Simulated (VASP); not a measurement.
The system is W.

```
CELL_PARAMETERS angstrom
0.00000 2.03000 2.03000
2.03000 0.00000 2.03000
2.03000 2.03000 0.00000
ATOMIC_POSITIONS crystal
W 0.00000 0.00000 0.00000
```

This isn't the form of W at room conditions, which is bcc.

* Program: VASP 6.6.1
* Task: relaxation of cell and atoms
* Functional: r2SCAN
* Potentials or basis: VASP PAW PBE potentials, release 64 (W_sv)
* Cutoff: 550 eV
* k mesh: 8 × 8 × 8
* Occupations: gaussian, width 0.1 eV
* Spin: no spin polarisation

At the start: pressure -8.1 GPa; volume 16.73 Å³/atom.

**Question.** Where does the relaxation end?

**Answer.** Over 4 steps the energy falls by 11.8 meV/atom and the volume is 16.28 Å³/atom (-2.7 %); space group Fm-3m (No. 225, to 0.1 Å) before and after.

Step by step:
```
step  energy change (eV)  largest force (eV/Å)  pressure (GPa)  volume (Å³)
   1              0.0000                0.0000           -8.12        16.73
   2              0.1486                0.0000           36.17        14.76
   3             -0.0118                0.0000           -0.50        16.30
   4             -0.0118                0.0000           -0.04        16.28
```

Final structure:
```
CELL_PARAMETERS angstrom
0.00000 2.01155 2.01155
2.01155 0.00000 2.01155
2.01155 2.01155 0.00000
ATOMIC_POSITIONS crystal
W 0.00000 0.00000 0.00000
```

Caveat: the PAW data sets were made with another functional, which shifts forces and pressure a little.
